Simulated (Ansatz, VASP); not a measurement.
One calculation of In2O3, two programs

```
CELL_PARAMETERS angstrom
2.75631 1.59136 4.84516
-2.75631 1.59136 4.84516
0.00000 -3.18271 4.84516
ATOMIC_POSITIONS crystal
In 0.35743 0.35743 0.35743
In 0.14257 0.14257 0.14257
In 0.64257 0.64257 0.64257
In 0.85743 0.85743 0.85743
O 0.54584 0.95416 0.25000
O 0.25000 0.54584 0.95416
O 0.95416 0.25000 0.54584
O 0.45416 0.04584 0.75000
O 0.75000 0.45416 0.04584
O 0.04584 0.75000 0.45416
```

Alike in both runs: functional PBEsol; k mesh 6 × 6 × 6; occupations fermi-dirac, width 0.02 eV; no spin polarisation.

Ansatz relaxed the structure, and its values are those at the end. VASP's run is a single point on that final structure, the one shown.

```csv
,VASP,Ansatz
version,VASP 6.6.1,Ansatz 0.2.0
potentials or method,"VASP PAW PBE potentials, release 64 (In_d, O), cutoff 520 eV",PAW plane waves
valence electrons in the cell,88,88
```

```tsv
	VASP	Ansatz	Ansatz less VASP
gap on the k mesh at the Fermi level (eV)	1.11	1.11	+0.006
pressure (GPa)	0.5	0.0	-0.51
```

VASP's potentials were made for PBE, not for PBEsol, and Ansatz warns of the same on its side. With one functional, cell and mesh, what is left measures potentials, basis and numerics.
